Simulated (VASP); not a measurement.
RuS2, 3 atoms in the cell. The cell holds a slab with vacuum, 3 atoms: a = 3.211 Å, b = 11.537 Å, c = 3.230 Å, α = 86.03°, β = 119.81°, γ = 98.00°. 

```yaml
Program: VASP 6.6.1
Task: single point
Functional: PBE
Potentials_or_basis: VASP PAW PBE potentials, release 64 (Ru_pv, S)
Cutoff: 520 eV
k_mesh: 10 × 10 × 10
Occupations: fermi-dirac, width 0.1 eV
Spin: no spin polarisation
Dipole_correction: no
Further_INCAR_settings: ALGO = Normal; EDIFF = 1e-06; NBANDS = 20
```

Potentials or basis: VASP PAW PBE potentials, release 64 (Ru_pv, S).

Launch:

```console
$ cat potpaw_PBE.64/Ru_pv/POTCAR potpaw_PBE.64/S/POTCAR > POTCAR
$ mpirun -np 1 vasp_std > vasp.out
```

Hardware: 1 thread of AMD EPYC 7R13 Processor (Zen 3), with other jobs on the host.

Problem. How long does it take, and how much memory?

Solution. Wall time 6.9 min on 1 thread of AMD EPYC 7R13 Processor (Zen 3), on a shared host, peak memory 0.42 GiB. Counts: scf iterations 18, k points 171.
